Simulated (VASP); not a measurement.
A run of VASP 6.6.1:

INCAR

```
PREC = Accurate ; ENCUT = 520
EDIFF = 1E-8 ; ISMEAR = -1
SIGMA = 0.05 ; LREAL = False
LASPH = True ; NELM = 100
ALGO = Normal ; ISIF = 2
LWAVE = False ; LCHARG = False
GGA = PS ; NBANDS = 14
IBRION = 8 ; NSW = 1
```

File KPOINTS:

```
regular mesh
0
Gamma
  8 8 8
```

The input POSCAR:

```
TiAl
1.0
    3.1790640000      0.0000000000      0.0000000000
    0.0000000000      3.1790640000      0.0000000000
    0.0000000000      0.0000000000      3.1790640000
Ti Al
1 1
Direct
    0.0000000000      0.0000000000      0.0000000000
    0.5000000000      0.5000000000      0.5000000000
```

Potentials or basis: VASP PAW PBE potentials, release 64 (Ti_sv, Al).

Command:

```console
$ cat potpaw_PBE.64/Ti_sv/POTCAR potpaw_PBE.64/Al/POTCAR > POTCAR
$ mpirun -np 1 vasp_std > vasp.out
```

Hardware: 1 thread of Intel Xeon 8259CL, on a shared host.

Problem. Estimate the wall time of this run.

Solution. Wall time 2.3 min on 1 thread of Intel Xeon 8259CL, on a shared host, peak memory 0.22 GiB. Counts: scf iterations 46, k points 35.
